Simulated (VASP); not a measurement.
# SnSe (Fm-3m) in VASP: a series of runs

SnSe is run at these levels: LDA, PBEsol, PBE; tasks: single point.

All numbers are computed with VASP 6.6.1; they aren't measurements. Logs are shortened: lines on timing, memory, paths and dates and some standing lists are left out, and cuts for length are marked.

## 1. The cell of the first run

Symmetry: Fm-3m, No. 225, cubic system. The conventional cell has a = 6.020 Å, b = 6.020 Å, c = 6.020 Å, α = 90.00°, β = 90.00°, γ = 90.00°. Sn (site symmetry m-3m) has 6 Se at 3.01 Å within 4.0 Å. Se (site symmetry m-3m) has 6 Sn at 3.01 Å within 4.0 Å.

## 2. Single point, LDA

Input file INCAR:

```
SYSTEM = SnSe
PREC = Accurate
ENCUT = 520
EDIFF = 1E-6
ISMEAR = -1
SIGMA = 0.02
LREAL = .FALSE.
LASPH = .TRUE.
NELM = 80
ALGO = Normal
ISIF = 2
LWAVE = .FALSE.
LCHARG = .TRUE.
LELF = .TRUE.
LVHAR = .TRUE.
NBANDS = 17
```

Input file KPOINTS:

```
regular mesh
0
G
  9 9 9
  0 0 0
```

Input file POSCAR:

```
SnSe
1.0
    0.0000000000      3.0100000000      3.0100000000
    3.0100000000      0.0000000000      3.0100000000
    3.0100000000      3.0100000000      0.0000000000
Sn Se
1 1
Direct
    0.0000000000      0.0000000000      0.0000000000
    0.5000000000      0.5000000000      0.5000000000
```

Potentials or basis: VASP PAW LDA potentials, release 64 (Sn_d, Se).

The run is started by

```sh
$ cat potpaw_LDA.64/Sn_d/POTCAR potpaw_LDA.64/Se/POTCAR > POTCAR
$ mpirun -np 1 vasp_std > vasp.out
```

OUTCAR:

```text
SYSTEM = SnSe
   PREC = Accurate
   ENCUT = 520
   EDIFF = 1E-6
   ISMEAR = -1
   LREAL = .FALSE.
   LASPH = .TRUE.
   NELM = 80
   ISIF = 2

 ion  position               nearest neighbor table
   1  0.000  0.000  0.000-   2 3.01   2 3.01   2 3.01   2 3.01   2 3.01   2 3.01
   2  0.500  0.500  0.500-   1 3.01   1 3.01   1 3.01   1 3.01   1 3.01   1 3.01

  LATTYP: Found a face centered cubic cell.
 ALAT       =     6.0200000000

  Lattice vectors:

 A1 = (   0.0000000000,   3.0100000000,   3.0100000000)
 A2 = (   3.0100000000,   0.0000000000,   3.0100000000)
 A3 = (   3.0100000000,   3.0100000000,   0.0000000000)

Analysis of symmetry for initial positions (statically):
=====================================================================
 Subroutine PRICEL returns:
 Original cell was already a primitive cell.

 Routine SETGRP: Setting up the symmetry group for a
 face centered cubic supercell.

 Subroutine GETGRP returns: Found 48 space group operations
 (whereof 48 operations were pure point group operations)
 out of a pool of 48 trial point group operations.

The static configuration has the point symmetry O_h .

Analysis of symmetry for dynamics (positions and initial velocities):
=====================================================================
 Subroutine PRICEL returns:
 Original cell was already a primitive cell.

 Routine SETGRP: Setting up the symmetry group for a
 face centered cubic supercell.

 Subroutine GETGRP returns: Found 48 space group operations
 (whereof 48 operations were pure point group operations)
 out of a pool of 48 trial point group operations.

The dynamic configuration has the point symmetry O_h .

 Subroutine INISYM returns: Found 48 space group operations
 (whereof 48 operations are pure point group operations),
 and found     1 'primitive' translations

----------------------------------------------------------------------------------------

                                     Primitive cell

  volume of cell :      54.5418

  direct lattice vectors                    reciprocal lattice vectors
     0.000000000  3.010000000  3.010000000    -0.166112957  0.166112957  0.166112957
     3.010000000  0.000000000  3.010000000     0.166112957 -0.166112957  0.166112957
     3.010000000  3.010000000  0.000000000     0.166112957  0.166112957 -0.166112957

  length of vectors
     4.256782823  4.256782823  4.256782823     0.287716081  0.287716081  0.287716081

  position of ions in fractional coordinates (direct lattice)
     0.000000000  0.000000000  0.000000000
     0.500000000  0.500000000  0.500000000

  ion indices of the primitive-cell ions
   primitive index   ion index
                 1           1
                 2           2

----------------------------------------------------------------------------------------

 KPOINTS: regular mesh

Automatic generation of k-mesh.
 Grid dimensions read from file:
 generate k-points for:    9    9    9

 Generating k-lattice:

  Cartesian coordinates                     Fractional coordinates (reciprocal lattice)
    -0.018456995  0.018456995  0.018456995     0.111111111  0.000000000  0.000000000
     0.018456995 -0.018456995  0.018456995     0.000000000  0.111111111  0.000000000
     0.018456995  0.018456995 -0.018456995     0.000000000  0.000000000  0.111111111

  Length of vectors
     0.031968453  0.031968453  0.031968453

  Shift w.r.t. Gamma in fractional coordinates (k-lattice)
     0.000000000  0.000000000  0.000000000

 Subroutine IBZKPT returns following result:
 ===========================================

 Found     35 irreducible k-points:

 Following reciprocal coordinates:
            Coordinates               Weight
  0.000000  0.000000  0.000000      1.000000
  0.111111  0.000000  0.000000      8.000000
  0.222222  0.000000  0.000000      8.000000
  0.333333  0.000000  0.000000      8.000000
  0.444444  0.000000  0.000000      8.000000
  0.111111  0.111111  0.000000      6.000000
[... 16 lines left out ...]
 -0.333333  0.333333  0.000000     12.000000
  0.444444  0.444444  0.000000      6.000000
 [... further k-points ...]
   k-points           NKPTS =     35   k-points in BZ     NKDIM =     35   number of bands    NBANDS=     17
   number of dos      NEDOS =    301   number of ions     NIONS =      2
   total plane-waves  NPLWV =  32768
   dimension x,y,z NGX =    32 NGY =   32 NGZ =   32
   dimension x,y,z NGXF=    64 NGYF=   64 NGZF=   64
   ions per type =               1   1
   NGX,Y,Z   is equivalent  to a cutoff of  12.50, 12.50, 12.50 a.u.
   NGXF,Y,Z  is equivalent  to a cutoff of  24.99, 24.99, 24.99 a.u.
 SYSTEM =  SnSe
   PREC   = accura    normal or accurate (medium, high low for compatibility)
   ISTART =      0    job   : 0-new  1-cont  2-samecut
   ICHARG =      2    charge: 1-file 2-atom 10-const
   ISPIN  =      1    spin polarized calculation?
   LNONCOLLINEAR =      F non collinear calculations
   LSORBIT =      F    spin-orbit coupling
   LASPH  =      T    aspherical Exc in radial PAW
   ENCUT  =  520.0 eV  38.22 Ry    6.18 a.u.   7.91  7.91  7.91*2*pi/ulx,y,z
   NELM   =     80;   NELMIN=  2; NELMDL= -5     # of ELM steps
   EDIFF  = 0.1E-05   stopping-criterion for ELM
   LREAL  =      F    real-space projection
   EDIFFG = 0.1E-04   stopping-criterion for IOM
   NSW    =      0    number of steps for IOM
   IBRION =     -1    ionic relax: 0-MD 1-quasi-New 2-CG
   NFREE  =      0    steps in history (QN), initial steepest desc. (CG)
   ISIF   =      2    stress and relaxation
   ISYM   =      2    0-nonsym 1-usesym 2-fastsym
   POTIM  = 0.5000    time-step for ionic-motion
   TEBEG  =    0.0;   TEEND  =   0.0 temperature during run
   PSTRESS=    0.0 pullay stress
   NELECT =      20.0000    total number of electrons
   NUPDOWN=      -1.0000    fix difference up-down
   EMIN   =  10.00;   EMAX   =-10.00  energy-range for DOS
   EFERMI =   0.00;   METHOD = LEGACY
   ISMEAR =    -1;   SIGMA  =   0.02  broadening in eV -4-tet -1-fermi 0-gaus
   EFERMI_NEDOS =   21; number of points for ismear=-14 and -15
   IALGO  =     38    algorithm
   IMIX   =      4    mixing-type and parameters
     AMIX     =   0.40;   BMIX     =  1.00
     AMIX_MAG =   1.60;   BMIX_MAG =  1.00
  volume/ion in A,a.u.               =      27.27       184.03
  Fermi-wavevector in a.u.,A,eV,Ry     =   1.171768  2.214321 18.681350  1.373040
  Thomas-Fermi vector in A             =   2.308207
   LORBIT       =      0    0 simple, 1 ext, 2 COOP (PROOUT), +10 PAW based schemes
   GGA     = CA    functional components
   LHFCALC =     F    Hartree Fock is set to
   AEXX    =    0.0000 exact exchange contribution
   IVDW    =     0    specifies the selected vdW correction
   LEPSILON=     F    determine dielectric tensor
   LRPA    =     F    only Hartree local field effects (RPA)
 non-spin polarized calculation
  energy-cutoff  :      520.00
  volume of cell :       54.54
 maximum number of plane-waves:      1484
   NGX = 15   NGY = 15   NGZ = 15

 number of electron      20.0000006 magnetization

 Free energy of the ion-electron system (eV)
  ---------------------------------------------------
  ext. energy  EPLUGINS =         0.00000000
  ---------------------------------------------------
  free energy    TOTEN  =        -9.46944490 eV

  energy without entropy =       -9.46944488  energy(sigma->0) =       -9.46944489

 E-fermi :   5.6051     XC(G=0):  -9.8812

 val. band max:        5.3200050436   @ k =  -0.3333   0.1111   0.0000
 cond. band min:       5.8901948805   @ k =  -0.3333   0.1111   0.0000
 fundamental gap:      0.5701898369
 Fermi energy:         5.6051446923

 k-point     1 :       0.0000    0.0000    0.0000
  band No.  band energies     occupation
      1     -16.0706      2.00000
      2     -16.0706      2.00000
      3     -16.0687      2.00000
      4     -16.0687      2.00000
      5     -16.0687      2.00000
      6      -8.4407      2.00000
[... 9 lines left out ...]
     16      11.2888      0.00000
     17      13.5633      0.00000

 k-point     2 :       0.1111    0.0000    0.0000
  band No.  band energies     occupation
      1     -16.0713      2.00000
      2     -16.0713      2.00000
      3     -16.0684      2.00000
      4     -16.0674      2.00000
      5     -16.0674      2.00000
      6      -8.3536      2.00000
[... 9 lines left out ...]
     16      11.5839      0.00000
     17      14.4742      0.00000

 k-point     3 :       0.2222    0.0000    0.0000
  band No.  band energies     occupation
      1     -16.0736      2.00000
      2     -16.0736      2.00000
      3     -16.0677      2.00000
      4     -16.0636      2.00000
      5     -16.0636      2.00000
      6      -8.1126      2.00000
[... 9 lines left out ...]
     16      12.3547      0.00000
     17      16.2384      0.00000

 k-point     4 :       0.3333    0.0000    0.0000
  band No.  band energies     occupation
      1     -16.0764      2.00000
      2     -16.0764      2.00000
      3     -16.0668      2.00000
      4     -16.0591      2.00000
      5     -16.0591      2.00000
      6      -7.7907      2.00000
[... 9 lines left out ...]
     16      13.5467      0.00000
     17      17.1520      0.00000

 k-point     5 :       0.4444    0.0000    0.0000
  band No.  band energies     occupation
      1     -16.0781      2.00000
      2     -16.0781      2.00000
      3     -16.0663      2.00000
      4     -16.0562      2.00000
      5     -16.0562      2.00000
      6      -7.5396      2.00000
[... 9 lines left out ...]
     16      15.0740      0.00000
     17      15.8520      0.00000

 k-point     6 :       0.1111    0.1111    0.0000
  band No.  band energies     occupation
      1     -16.0729      2.00000
      2     -16.0697      2.00000
      3     -16.0695      2.00000
      4     -16.0667      2.00000
      5     -16.0667      2.00000
      6      -8.3245      2.00000
[... 9 lines left out ...]
     16      12.1195      0.00000
     17      13.7874      0.00000
[... 281 lines left out ...]
 k-point    21 :       0.4444    0.3333    0.0000
  band No.  band energies     occupation
      1     -16.0936      2.00000
      2     -16.0733      2.00000
      3     -16.0652      2.00000
      4     -16.0537      2.00000
      5     -16.0530      2.00000
      6      -7.3821      2.00000
[... 9 lines left out ...]
     16      16.4981      0.00000
     17      17.2361      0.00000

 k-point    22 :      -0.4444    0.3333    0.0000
  band No.  band energies     occupation
      1     -16.0924      2.00000
      2     -16.0700      2.00000
      3     -16.0675      2.00000
      4     -16.0549      2.00000
      5     -16.0529      2.00000
      6      -7.2546      2.00000
[... 9 lines left out ...]
     16      15.8278      0.00000
     17      17.6953      0.00000

 k-point    23 :      -0.3333    0.3333    0.0000
  band No.  band energies     occupation
      1     -16.0877      2.00000
      2     -16.0708      2.00000
      3     -16.0649      2.00000
      4     -16.0583      2.00000
      5     -16.0550      2.00000
      6      -7.2770      2.00000
[... 9 lines left out ...]
     16      14.5128      0.00000
     17      16.9573      0.00000

 k-point    24 :       0.4444    0.4444    0.0000
  band No.  band energies     occupation
      1     -16.0984      2.00000
      2     -16.0753      2.00000
      3     -16.0630      2.00000
      4     -16.0513      2.00000
      5     -16.0513      2.00000
      6      -7.2707      2.00000
[... 9 lines left out ...]
     16      17.0141      0.00000
     17      18.0547      0.00000

 [... further k-points ...]
[... 5 lines left out ...]
  --------------------------------------------------------------------------------------
  -------------------------------------------------------------------------------------
  Total       -1.0760003     -1.0760003     -1.0760003      0.0000000      0.0000000      0.0000000
  in kB      -31.6077448    -31.6077448    -31.6077448      0.0000000      0.0000000      0.0000000
  external PRESSURE =     -31.6077448 kB  Pullay stress =       0.0000000 kB

 VOLUME and BASIS-vectors are now :
 -----------------------------------------------------------------------------
  energy-cutoff  :      520.00
  volume of cell :       54.54
      direct lattice vectors                 reciprocal lattice vectors
     0.000000000  3.010000000  3.010000000    -0.166112957  0.166112957  0.166112957
     3.010000000  0.000000000  3.010000000     0.166112957 -0.166112957  0.166112957
     3.010000000  3.010000000  0.000000000     0.166112957  0.166112957 -0.166112957

 POSITION                                       TOTAL-FORCE (eV/Angst)
 -----------------------------------------------------------------------------------
      0.00000      0.00000      0.00000         0.000000      0.000000     -0.000000
      3.01000      3.01000      3.01000         0.000000      0.000000      0.000000
 -----------------------------------------------------------------------------------
    total drift:                                0.000000     -0.000000     -0.000000

  FREE ENERGIE OF THE ION-ELECTRON SYSTEM (eV)
  ---------------------------------------------------
  free  energy   TOTEN  =        -9.4694449024 eV

  energy  without entropy=       -9.4694448764  energy(sigma->0) =       -9.46944489
```

Wall time 13 s (1 thread of Intel Xeon 6975P-C (Granite Rapids), shared host); peak memory 0.16 GiB.

Results:

- Free energy: -9.4694 eV
- Pressure: -3.2 GPa

Caveat: this odd mesh misses L, where the gap lies, so gap, dielectric constants and Born charges aren't listed; spin-orbit coupling is left out, which moves the levels of the heavy elements.

(Continued in part 2 of 3.)
